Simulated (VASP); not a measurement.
Write the native input for VASP 6.6.1 that does the following.

| Property | Result |
| --- | --- |
| Task | single point |
| Functional | PBE |
| Dispersion | D3(BJ) |
| Potentials or basis | VASP PAW PBE potentials, release 64 (Sn_d, Se) |
| Cutoff | 520 eV |
| k mesh | 12 × 12 × 6 |
| Occupations | gaussian, width 0.02 eV |
| Spin | no spin polarisation |
| Dipole correction | no |
| Further INCAR settings | ALGO = Normal; EDIFF = 1e-06; NBANDS = 20 |

The structure of SnSe2 (base) lies in POSCAR:

```
SnSe2
1.0
    3.8396558142      0.0000000000      0.0000000000
   -1.9198279071      3.3252394769      0.0000000000
    0.0000000000      0.0000000000      6.0094184889
Sn Se
1 2
Direct
    0.0000000000      0.0000000000      0.0000000000
    0.3333333333      0.6666666667      0.2652039934
    0.6666666667      0.3333333333      0.7347960066
```

The input as run:

INCAR

```
PREC = Accurate
ENCUT = 520
EDIFF = 1E-6
ISMEAR = 0
SIGMA = 0.02
LREAL = F
LASPH = T
NELM = 60
ALGO = Normal
ISIF = 2
LWAVE = F
LCHARG = F
GGA = PE
IVDW = 12
NBANDS = 20
```

KPOINTS

```
regular mesh
0
Gamma
  12 12 6
```

Potentials or basis: VASP PAW PBE potentials, release 64 (Sn_d, Se).

Launch:

```bash
$ cat potpaw_PBE.64/Sn_d/POTCAR potpaw_PBE.64/Se/POTCAR > POTCAR
$ mpirun -np 1 vasp_std > vasp.out
```

Results of the run:

- Pressure: 0.1 GPa
- Largest force: 0.014 eV/Å
- Band gap on the k mesh: 0.34 eV, indirect (least direct gap 0.81 eV)
- Dispersion energy per atom: -0.364 eV

Caveat: spin-orbit coupling is left out, which moves the levels of the heavy elements.

Wall time 3.9 min on 1 thread of Intel(R) Xeon(R) Platinum 8259CL CPU @ 2.50GHz (Skylake/Cascade Lake) (shared host), peak memory 0.3 GiB.
